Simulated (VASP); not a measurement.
A run of VASP 6.6.1 is set up as follows.

Contents of INCAR:

```
PREC     = Accurate       # precision mode
ENCUT    = 520            # plane-wave cutoff, eV
EDIFF    = 1E-7           # SCF threshold, eV
ISMEAR   = -1             # smearing method
SIGMA    = 0.02           # smearing width, eV
LREAL    = False          # projectors in reciprocal space
LASPH    = True           # aspherical terms in the spheres
NELM     = 60             # most SCF steps
ALGO     = Normal         # electronic algorithm
ISIF     = 2              # what is computed and relaxed
LWAVE    = False          # write WAVECAR
LCHARG   = False          # write CHGCAR
GGA      = PE             # functional
NBANDS   = 28             # bands
```

KPOINTS

```
regular mesh
0
Gamma
  6 6 6
```

File POSCAR:

```
SrTiO3
1.0
    3.9068515016      0.0000000000      0.0000000000
    0.0000000000      3.9068515016      0.0000000000
    0.0000000000      0.0000000000      3.9849885316
Sr Ti O
1 1 3
Direct
    0.0000000000      0.0000000000      0.0000000000
    0.5000000000      0.5000000000      0.5000000000
    0.5000000000      0.5000000000      0.0000000000
    0.5000000000      0.0000000000      0.5000000000
    0.0000000000      0.5000000000      0.5000000000
```

Potentials or basis: VASP PAW PBE potentials, release 64 (Sr_sv, Ti_sv, O).

The run is started by

```sh
$ cat potpaw_PBE.64/Sr_sv/POTCAR potpaw_PBE.64/Ti_sv/POTCAR potpaw_PBE.64/O/POTCAR > POTCAR
$ mpirun -np 1 vasp_std > vasp.out
```

(1) Estimate the band gap on the k mesh.

(2) What does it give for the pressure?

## Answers

(1) 1.78 eV (least direct gap 2.17 eV).

(2) 1.2 GPa.

Caveat: the cell differs from its parent crystal (uniaxial z strain +2.0%).
